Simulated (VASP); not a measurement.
Write the native input for VASP 6.6.1 that does the following.

```yaml
Task: single point
Functional: PBE
Potentials_or_basis: VASP PAW PBE potentials, release 64 (Ga_d, As)
Cutoff: 520 eV
k_mesh: 8 × 8 × 8
Occupations: fermi-dirac, width 0.02 eV
Spin: no spin polarisation
Dipole_correction: no
Further_INCAR_settings: ALGO = Normal; EDIFF = 1e-07; NBANDS = 16
```

The structure of GaAs lies in POSCAR:

```
GaAs
1.0
    0.0000000000      2.8330850955      2.7197616916
    2.8330850955      0.0000000000      2.7197616916
    2.8330850955      2.8330850955      0.0000000000
Ga As
1 1
Direct
    0.0000000000      0.0000000000      0.0000000000
    0.2500000000      0.2500000000      0.2500000000
```

This cell differs from its parent crystal: uniaxial z strain -4.0%.

These files were run (other wordings do the same):

INCAR

```
PREC = Accurate
ENCUT = 520
EDIFF = 1E-7
ISMEAR = -1
SIGMA = 0.02
LREAL = F
LASPH = T
NELM = 60
ALGO = Normal
ISIF = 2
LWAVE = F
LCHARG = F
GGA = PE
NBANDS = 16
```

KPOINTS

```
Automatic mesh
0
Gamma
  8 8 8
```

Potentials or basis: VASP PAW PBE potentials, release 64 (Ga_d, As).

Launch:

```console
$ cat potpaw_PBE.64/Ga_d/POTCAR potpaw_PBE.64/As/POTCAR > POTCAR
$ mpirun -np 1 vasp_std > vasp.out
```

It gave:

```
Pressure               : 6.3 GPa
Band gap on the k mesh : 0.62 eV, direct
```

Caveat: the cell differs from its parent crystal (uniaxial z strain -4.0%).

Run time: 31 s on 1 thread of Intel(R) Xeon(R) Platinum 8559C (Emerald Rapids) (shared host), peak memory 0.19 GiB.
